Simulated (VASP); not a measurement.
# TiO2 (P4_2/mnm) in VASP: notebook, part 2 of 3

VASP 6.6.1. The steps go on from the part before.

### 3 Single point, BLYP

This run uses another cell than the first one, of 9.81 Å³/atom.

Contents of INCAR:

```
PREC = Accurate
ENCUT = 520
EDIFF = 1E-7
ISMEAR = -1
SIGMA = 0.05
LREAL = F
LASPH = T
NELM = 100
ALGO = Normal
ISIF = 2
LWAVE = F
LCHARG = F
GGA = B5
ALDAX = 1.0
AGGAX = 1.0
AGGAC = 1.0
ALDAC = 0.0
NBANDS = 33
```

Contents of KPOINTS:

```
regular mesh
0
Gamma
  6 6 9
```

Contents of POSCAR:

```
TiO2
1.0
    4.5059367448      0.0000000000      0.0000000000
    0.0000000000      4.5059367448      0.0000000000
    0.0000000000      0.0000000000      2.8988044961
Ti O
2 4
Direct
    0.0000000000      0.0000000000      0.5000000000
    0.5000000000      0.5000000000      0.0000000000
    0.3043213200      0.3043213200      0.5000000000
    0.1956786800      0.8043213200      0.0000000000
    0.8043213200      0.1956786800      0.0000000000
    0.6956786800      0.6956786800      0.5000000000
```

Potentials or basis: VASP PAW PBE potentials, release 64 (Ti_sv, O).

The run is started by

```bash
$ cat potpaw_PBE.64/Ti_sv/POTCAR potpaw_PBE.64/O/POTCAR > POTCAR
$ mpirun -np 1 vasp_std > vasp.out
```

OUTCAR:

```text
PREC = Accurate
   ENCUT = 520
   EDIFF = 1E-7
   ISMEAR = -1
   LREAL = F
   LASPH = T
   NELM = 100
   ISIF = 2
   GGA = B5

 ion  position               nearest neighbor table
   1  0.000  0.000  0.500-   4 1.91   5 1.91   4 1.91   5 1.91   3 1.94   6 1.94
   2  0.500  0.500  0.000-   3 1.91   6 1.91   3 1.91   6 1.91   5 1.94   4 1.94
   3  0.304  0.304  0.500-   2 1.91   2 1.91   1 1.94
   4  0.196  0.804  0.000-   1 1.91   1 1.91   2 1.94
   5  0.804  0.196  0.000-   1 1.91   1 1.91   2 1.94
   6  0.696  0.696  0.500-   2 1.91   2 1.91   1 1.94

  LATTYP: Found a simple tetragonal cell.
 ALAT       =     4.5059367448
 C/A-ratio  =     0.6433300466

  Lattice vectors:

 A1 = (   4.5059367448,   0.0000000000,   0.0000000000)
 A2 = (   0.0000000000,   4.5059367448,   0.0000000000)
 A3 = (   0.0000000000,   0.0000000000,   2.8988044961)

Analysis of symmetry for initial positions (statically):
=====================================================================
 Subroutine PRICEL returns:
 Original cell was already a primitive cell.

 Routine SETGRP: Setting up the symmetry group for a
 simple tetragonal supercell.

 Subroutine GETGRP returns: Found 16 space group operations
 (whereof  8 operations were pure point group operations)
 out of a pool of 16 trial point group operations.

The static configuration has the point symmetry D_2h.
 The point group associated with its full space group is D_4h.

Analysis of symmetry for dynamics (positions and initial velocities):
=====================================================================
 Subroutine PRICEL returns:
 Original cell was already a primitive cell.

 Routine SETGRP: Setting up the symmetry group for a
 simple tetragonal supercell.

 Subroutine GETGRP returns: Found 16 space group operations
[... 125 lines left out ...]
   EMIN   =  10.00;   EMAX   =-10.00  energy-range for DOS
   EFERMI =   0.00;   METHOD = LEGACY
   ISMEAR =    -1;   SIGMA  =   0.05  broadening in eV -4-tet -1-fermi 0-gaus
   EFERMI_NEDOS =   21; number of points for ismear=-14 and -15
   IALGO  =     38    algorithm
   IMIX   =      4    mixing-type and parameters
     AMIX     =   0.40;   BMIX     =  1.00
     AMIX_MAG =   1.60;   BMIX_MAG =  1.00
  volume/ion in A,a.u.               =       9.81        66.20
  Fermi-wavevector in a.u.,A,eV,Ry     =   1.529533  2.890398 31.830441  2.339471
  Thomas-Fermi vector in A             =   2.637141
   LORBIT       =      0    0 simple, 1 ext, 2 COOP (PROOUT), +10 PAW based schemes
   GGA     = B5    functional components
   LHFCALC =     F    Hartree Fock is set to
   AEXX    =    0.0000 exact exchange contribution
   IVDW    =     0    specifies the selected vdW correction
   LEPSILON=     F    determine dielectric tensor
   LRPA    =     F    only Hartree local field effects (RPA)
 non-spin polarized calculation
  energy-cutoff  :      520.00
  volume of cell :       58.86
 maximum number of plane-waves:      1612
 NGX is ok and might be reduce to    36
   NGX = 17   NGY = 17   NGZ = 11

 number of electron      47.9999993 magnetization

 Free energy of the ion-electron system (eV)
  ---------------------------------------------------
  ext. energy  EPLUGINS =         0.00000000
  ---------------------------------------------------
  free energy    TOTEN  =       -50.96616227 eV

  energy without entropy =      -50.96616227  energy(sigma->0) =      -50.96616227

 E-fermi :   6.7418     XC(G=0): -11.2460

 val. band max:        5.7731893843   @ k =   0.0000   0.0000   0.0000
 cond. band min:       7.7580676263   @ k =   0.0000   0.0000   0.0000
 fundamental gap:      1.9848782419
 Fermi energy:         6.7417571389

 k-point     1 :       0.0000    0.0000    0.0000
  band No.  band energies     occupation
      1     -50.7725      2.00000
      2     -50.7486      2.00000
      3     -27.2827      2.00000
      4     -27.2827      2.00000
      5     -27.0732      2.00000
      6     -27.0732      2.00000
[... 853 lines left out ...]
     32      11.4276      0.00000
     33      12.7903      0.00000

 [... further k-points ...]
[... 5 lines left out ...]
  --------------------------------------------------------------------------------------
  -------------------------------------------------------------------------------------
  Total       10.1421976     10.1421976     12.0273579      0.0000000      0.0000000      0.0000000
  in kB      276.0918213    276.0918213    327.4098270      0.0000000      0.0000000      0.0000000
  external PRESSURE =     293.1978232 kB  Pullay stress =       0.0000000 kB

 VOLUME and BASIS-vectors are now :
 -----------------------------------------------------------------------------
  energy-cutoff  :      520.00
  volume of cell :       58.86
      direct lattice vectors                 reciprocal lattice vectors
     4.505936745  0.000000000  0.000000000     0.221929436  0.000000000  0.000000000
     0.000000000  4.505936745  0.000000000     0.000000000  0.221929436  0.000000000
     0.000000000  0.000000000  2.898804496     0.000000000  0.000000000  0.344969797

 POSITION                                       TOTAL-FORCE (eV/Angst)
 -----------------------------------------------------------------------------------
      0.00000      0.00000      1.44940         0.000000     -0.000000      0.000000
      2.25297      2.25297      0.00000         0.000000     -0.000000      0.000000
      1.37125      1.37125      1.44940        -0.300856     -0.300856      0.000000
      0.88172      3.62422      0.00000         0.300856     -0.300856      0.000000
      3.62422      0.88172      0.00000        -0.300856      0.300856      0.000000
      3.13468      3.13468      1.44940         0.300856      0.300856      0.000000
 -----------------------------------------------------------------------------------
    total drift:                                0.000000      0.000000      0.000000

  FREE ENERGIE OF THE ION-ELECTRON SYSTEM (eV)
  ---------------------------------------------------
  free  energy   TOTEN  =       -50.9661622711 eV

  energy  without entropy=      -50.9661622710  energy(sigma->0) =      -50.96616227
```

stdout:

```text
POSCAR found type information on POSCAR TiO
 POSCAR found :  2 types and       6 ions
 scaLAPACK will be used
 -----------------------------------------------------------------------------
|                                                                             |
|                                                                             |
|     You enforced a specific xc type in the INCAR file but a different       |
|     I HOPE YOU KNOW WHAT YOU ARE DOING!                                     |
|                                                                             |
 -----------------------------------------------------------------------------

 LDA part: xc-table for (Slater(with rela. corr.)+VWN5), standard interpolation
 POSCAR, INCAR and KPOINTS ok, starting setup
 FFT: planning ... GRIDC
 FFT: planning ... GRID_SOFT
 FFT: planning ... GRID
 WAVECAR not read
 entering main loop
```

It took 3 min on 1 thread of Intel Xeon 8259CL, shared host; peak memory 0.22 GiB.

Results:

* Free energy: -50.9662 eV
* Pressure: 29.3 GPa
* Largest force: 0.425 eV/Å
* Band gap on the k mesh: 1.98 eV

Forces on the atoms (eV/Å):
```
Ti   0.000  0.000  0.000
Ti   0.000  0.000  0.000
O   -0.301 -0.301  0.000
O    0.301 -0.301  0.000
O   -0.301  0.301  0.000
O    0.301  0.301  0.000
```

Stress tensor (GPa, compression positive):
```
27.61  0.00  0.00
 0.00 27.61  0.00
 0.00  0.00 32.74
```

Levels at points of the mesh, in eV from the valence-band top:
```tsv
k point	band 22	band 23	band 24	band 25	band 26	band 27
(0.00, 0.00, 0.00)	-0.46	-0.46	0.00	1.98	2.33	2.55
(0.50, 0.00, 0.00)	-1.68	-0.78	-0.78	2.73	2.73	3.25
(0.50, 0.50, 0.00)	-1.31	-1.07	-1.07	2.04	2.04	2.69
```

Caveat: the stress differs along the axes, from 28 to 33 GPa; the PAW data sets were made with another functional, which shifts forces and pressure a little. A k mesh can miss the band edges.

### 4 Single point, LDA

This run uses another cell than the first one, of 9.81 Å³/atom.

Contents of INCAR:

```
ALGO = Normal
EDIFF = 1E-6
ENCUT = 520
GGA = CA
ISIF = 2
ISMEAR = -1
LASPH = T
LCHARG = F
LREAL = F
LWAVE = F
NBANDS = 33
NELM = 80
PREC = Accurate
SIGMA = 0.05
```

Contents of KPOINTS:

```
k-points
0
Gamma
  6 6 9
```

POSCAR is that of step 3.

Potentials or basis: VASP PAW LDA potentials, release 64 (Ti_sv, O).

The run is started by

```bash
$ cat potpaw_LDA.64/Ti_sv/POTCAR potpaw_LDA.64/O/POTCAR > POTCAR
$ mpirun -np 1 vasp_std > vasp.out
```

It took 2.3 min on 1 thread of Intel Xeon 8259CL, shared host; peak memory 0.2 GiB.

Results (log left out):

```yaml
Free_energy: -58.7307 eV
Pressure: 8.3 GPa
Largest_force: 0.215 eV/Å
Band_gap_on_the_k_mesh: 1.90 eV
```

Forces on the atoms (eV/Å):
```
Ti   0.000  0.000  0.000
Ti   0.000  0.000  0.000
O   -0.152 -0.152  0.000
O    0.152 -0.152  0.000
O   -0.152  0.152  0.000
O    0.152  0.152  0.000
```

Stress tensor (GPa, compression positive):
```
7.78 0.00 0.00
0.00 7.78 0.00
0.00 0.00 9.23
```

Levels at points of the mesh, in eV from the valence-band top:
```tsv
k point	band 21	band 22	band 23	band 24	band 25	band 26	band 27	band 28
(0.00, 0.00, 0.00)	-0.69	-0.47	-0.47	0.00	1.90	2.22	2.50	2.61
(0.50, 0.00, 0.00)	-1.72	-1.72	-0.81	-0.81	2.66	2.66	3.22	3.22
(0.50, 0.50, 0.00)	-1.33	-1.33	-1.09	-1.09	1.95	1.95	2.64	2.64
```

Caveat: the cell stands under pressure. A k mesh can miss the band edges.

[end of part 2 of 3]
